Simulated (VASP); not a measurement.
# C (Fm-3m) in VASP: single point with PBE

Aim: the single point of C with PBE.

Program: VASP 6.6.1. These are calculated values, not measurements. Logs are shortened: lines on timing, memory, paths and dates and some standing lists are left out, and cuts for length are marked.

## Step 1: The cell of the first run

The structure is cubic, space group Fm-3m (No. 225). The conventional cell has a = 4.330 Å, b = 4.330 Å, c = 4.330 Å, α = 90.00°, β = 90.00°, γ = 90.00°. C (site symmetry m-3m) has 12 C at 3.06 Å within 4.0 Å.

## Step 2: Single point, PBE

Input file INCAR:

```
SYSTEM = C
PREC     = Accurate       ! precision mode
ENCUT    = 600            ! plane-wave cutoff, eV
EDIFF    = 1E-6           ! SCF threshold, eV
ISMEAR   = 1              ! smearing method
SIGMA    = 0.05           ! smearing width, eV
LREAL    = .False.        ! projectors in reciprocal space
LASPH    = .True.         ! aspherical terms in the spheres
NELM     = 120            ! most SCF steps
ALGO     = Normal         ! electronic algorithm
ISIF     = 2              ! what is computed and relaxed
LWAVE    = .False.        ! write WAVECAR
LCHARG   = .False.        ! write CHGCAR
GGA      = PE             ! functional
NBANDS   = 8              ! bands
GGA_COMPAT= .False.
```

Input file KPOINTS:

```
Automatic mesh
0
Gamma
  7 7 7
  0 0 0
```

Input file POSCAR:

```
C
1.0
    0.0000000000      2.1650000000      2.1650000000
    2.1650000000      0.0000000000      2.1650000000
    2.1650000000      2.1650000000      0.0000000000
C
1
Direct
    0.0000000000      0.0000000000      0.0000000000
```

Potentials or basis: VASP PAW PBE potentials, release 64 (C).

Run with:

```
cat potpaw_PBE.64/C/POTCAR > POTCAR
mpirun -np 1 vasp_std > vasp.out
```

OUTCAR:

```text
SYSTEM = C
   PREC = Accurate
   ENCUT = 600
   EDIFF = 1E-6
   ISMEAR = 1
   LREAL = .False.
   LASPH = .True.
   NELM = 120
   ISIF = 2
   GGA = PE

 ion  position               nearest neighbor table
   1  0.000  0.000  0.000-

  LATTYP: Found a face centered cubic cell.
 ALAT       =     4.3300000000

  Lattice vectors:

 A1 = (   0.0000000000,   2.1650000000,   2.1650000000)
 A2 = (   2.1650000000,   0.0000000000,   2.1650000000)
 A3 = (   2.1650000000,   2.1650000000,   0.0000000000)

Analysis of symmetry for initial positions (statically):
=====================================================================
 Subroutine PRICEL returns:
 Original cell was already a primitive cell.

 Routine SETGRP: Setting up the symmetry group for a
 face centered cubic supercell.

 Subroutine GETGRP returns: Found 48 space group operations
 (whereof 48 operations were pure point group operations)
 out of a pool of 48 trial point group operations.

The static configuration has the point symmetry O_h .

Analysis of symmetry for dynamics (positions and initial velocities):
=====================================================================
 Subroutine PRICEL returns:
 Original cell was already a primitive cell.

 Routine SETGRP: Setting up the symmetry group for a
 face centered cubic supercell.

 Subroutine GETGRP returns: Found 48 space group operations
 (whereof 48 operations were pure point group operations)
 out of a pool of 48 trial point group operations.

The dynamic configuration has the point symmetry O_h .

 Subroutine INISYM returns: Found 48 space group operations
 (whereof 48 operations are pure point group operations),
 and found     1 'primitive' translations

----------------------------------------------------------------------------------------

                                     Primitive cell

  volume of cell :      20.2957

  direct lattice vectors                    reciprocal lattice vectors
     0.000000000  2.165000000  2.165000000    -0.230946882  0.230946882  0.230946882
     2.165000000  0.000000000  2.165000000     0.230946882 -0.230946882  0.230946882
     2.165000000  2.165000000  0.000000000     0.230946882  0.230946882 -0.230946882

[... 66 lines left out ...]
 SYSTEM =  C
   PREC   = accura    normal or accurate (medium, high low for compatibility)
   ISTART =      0    job   : 0-new  1-cont  2-samecut
   ICHARG =      2    charge: 1-file 2-atom 10-const
   ISPIN  =      1    spin polarized calculation?
   LNONCOLLINEAR =      F non collinear calculations
   LSORBIT =      F    spin-orbit coupling
   LASPH  =      T    aspherical Exc in radial PAW
   ENCUT  =  600.0 eV  44.10 Ry    6.64 a.u.   6.12  6.12  6.12*2*pi/ulx,y,z
   NELM   =    120;   NELMIN=  2; NELMDL= -5     # of ELM steps
   EDIFF  = 0.1E-05   stopping-criterion for ELM
   LREAL  =      F    real-space projection
[... 7 lines left out ...]
   TEBEG  =    0.0;   TEEND  =   0.0 temperature during run
   PSTRESS=    0.0 pullay stress
   NELECT =       4.0000    total number of electrons
   NUPDOWN=      -1.0000    fix difference up-down
   EMIN   =  10.00;   EMAX   =-10.00  energy-range for DOS
   EFERMI =   0.00;   METHOD = LEGACY
   ISMEAR =     1;   SIGMA  =   0.05  broadening in eV -4-tet -1-fermi 0-gaus
   EFERMI_NEDOS =   21; number of points for ismear=-14 and -15
   IALGO  =     38    algorithm
   IMIX   =      4    mixing-type and parameters
     AMIX     =   0.40;   BMIX     =  1.00
     AMIX_MAG =   1.60;   BMIX_MAG =  1.00
  volume/ion in A,a.u.               =      20.30       136.96
  Fermi-wavevector in a.u.,A,eV,Ry     =   0.952709  1.800359 12.349388  0.907654
  Thomas-Fermi vector in A             =   2.081297
   LORBIT       =      0    0 simple, 1 ext, 2 COOP (PROOUT), +10 PAW based schemes
   GGA     = PE    functional components
   LHFCALC =     F    Hartree Fock is set to
   AEXX    =    0.0000 exact exchange contribution
   IVDW    =     0    specifies the selected vdW correction
   LEPSILON=     F    determine dielectric tensor
   LRPA    =     F    only Hartree local field effects (RPA)
 non-spin polarized calculation
 Methfessel and Paxton  Order N= 1 SIGMA  =   0.05
  energy-cutoff  :      600.00
  volume of cell :       20.30
 maximum number of plane-waves:       688
   NGX = 13   NGY = 13   NGZ = 13

 number of electron       4.0000000 magnetization

 Free energy of the ion-electron system (eV)
  ---------------------------------------------------
  ext. energy  EPLUGINS =         0.00000000
  ---------------------------------------------------
  free energy    TOTEN  =        -2.72488933 eV

  energy without entropy =       -2.72405133  energy(sigma->0) =       -2.72461000

 E-fermi :  -1.2180     XC(G=0):  -8.2318

 val. band max:       -1.2348854949   @ k =  -0.4286   0.2857   0.0000
 cond. band min:      -1.2125342387   @ k =   0.2857   0.2857   0.0000
 fundamental gap:      0.0223512562
 Fermi energy:        -1.2180471140

 k-point     1 :       0.0000    0.0000    0.0000
  band No.  band energies     occupation
      1     -11.6449      2.00000
      2       1.2686      0.00000
      3       1.2686      0.00000
      4       1.2686      0.00000
      5       9.7942      0.00000
      6      18.2465      0.00000
      7      18.2465      0.00000
      8      18.2465      0.00000
[... 199 lines left out ...]
 k-point    20 :      -0.2857    0.4286    0.1429
  band No.  band energies     occupation
      1      -8.6408      2.00000
      2      -2.0201      2.00000
      3      -1.8385      2.00000
      4      -0.2656     -0.00000
      5      10.9080      0.00000
      6      13.6605      0.00000
      7      14.7571      0.00000
      8      18.8425      0.00000

------------------------ aborting loop because EDIFF is reached ----------------------------------------

  FORCE on cell =-STRESS in cart. coord.  units (eV):
  Direction    XX          YY          ZZ          XY          YZ          ZX
  --------------------------------------------------------------------------------------
  -------------------------------------------------------------------------------------
  Total       -2.6227737     -2.6227737     -2.6227737      0.0000000     -0.0000000      0.0000000
  in kB     -207.0464086   -207.0464086   -207.0464086      0.0000000     -0.0000000      0.0000000
  external PRESSURE =    -207.0464086 kB  Pullay stress =       0.0000000 kB

 VOLUME and BASIS-vectors are now :
 -----------------------------------------------------------------------------
  energy-cutoff  :      600.00
  volume of cell :       20.30
      direct lattice vectors                 reciprocal lattice vectors
     0.000000000  2.165000000  2.165000000    -0.230946882  0.230946882  0.230946882
     2.165000000  0.000000000  2.165000000     0.230946882 -0.230946882  0.230946882
     2.165000000  2.165000000  0.000000000     0.230946882  0.230946882 -0.230946882

 POSITION                                       TOTAL-FORCE (eV/Angst)
 -----------------------------------------------------------------------------------
      0.00000      0.00000      0.00000        -0.000000     -0.000000     -0.000000
 -----------------------------------------------------------------------------------
    total drift:                               -0.000000     -0.000000      0.000000

  FREE ENERGIE OF THE ION-ELECTRON SYSTEM (eV)
  ---------------------------------------------------
  free  energy   TOTEN  =        -2.7248893349 eV

  energy  without entropy=       -2.7240513323  energy(sigma->0) =       -2.72461000
```

OSZICAR:

```text
N       E                     dE             d eps       ncg     rms          rms(c)
DAV:   1     0.898219372698E+00    0.89822E+00   -0.20662E+03   320   0.488E+02
DAV:   2    -0.267765252470E+01   -0.35759E+01   -0.34309E+01   440   0.351E+01
DAV:   3    -0.276687106872E+01   -0.89219E-01   -0.89024E-01   320   0.570E+00
DAV:   4    -0.276708417706E+01   -0.21311E-03   -0.21311E-03   488   0.328E-01
DAV:   5    -0.276708428389E+01   -0.10683E-06   -0.10675E-06   352   0.495E-03    0.105E+00
DAV:   6    -0.273170781345E+01    0.35376E-01   -0.52183E-02   320   0.104E+00    0.476E-01
DAV:   7    -0.272436548613E+01    0.73423E-02   -0.37057E-02   336   0.930E-01    0.121E-01
DAV:   8    -0.272489210197E+01   -0.52662E-03   -0.74150E-04   320   0.172E-01    0.150E-02
DAV:   9    -0.272488953896E+01    0.25630E-05   -0.99227E-06   392   0.181E-02    0.599E-03
DAV:  10    -0.272488933495E+01    0.20401E-06   -0.11425E-06   328   0.748E-03
   1 F= -.27248893E+01 E0= -.27246100E+01  d E =-.838003E-03
```

stdout:

```text
POSCAR found type information on POSCAR C
 POSCAR found :  1 types and       1 ions
 scaLAPACK will be used
 LDA part: xc-table for (Slater+PW92), standard interpolation
 POSCAR, INCAR and KPOINTS ok, starting setup
 FFT: planning ... GRIDC
 FFT: planning ... GRID_SOFT
 FFT: planning ... GRID
 WAVECAR not read
 entering main loop
```

Run time: 3.7 s. Hardware: 1 thread of AMD EPYC 9R45 (Zen 5), shared host; peak memory 0.09 GiB.

What came out:

* Free energy: -2.7249 eV
* Pressure: -20.7 GPa
* Band gap on the k mesh: zero (band 2 reaches 1.27 eV, above the bottom of band 3 at -1.84 eV)

Levels at points of the mesh, in eV from the Fermi level:
```csv
k point,band 1,band 2,band 3,band 4,band 5,band 6,band 7
"(0.00, 0.00, 0.00)",-10.43,2.49,2.49,2.49,11.01,19.46,19.46
```
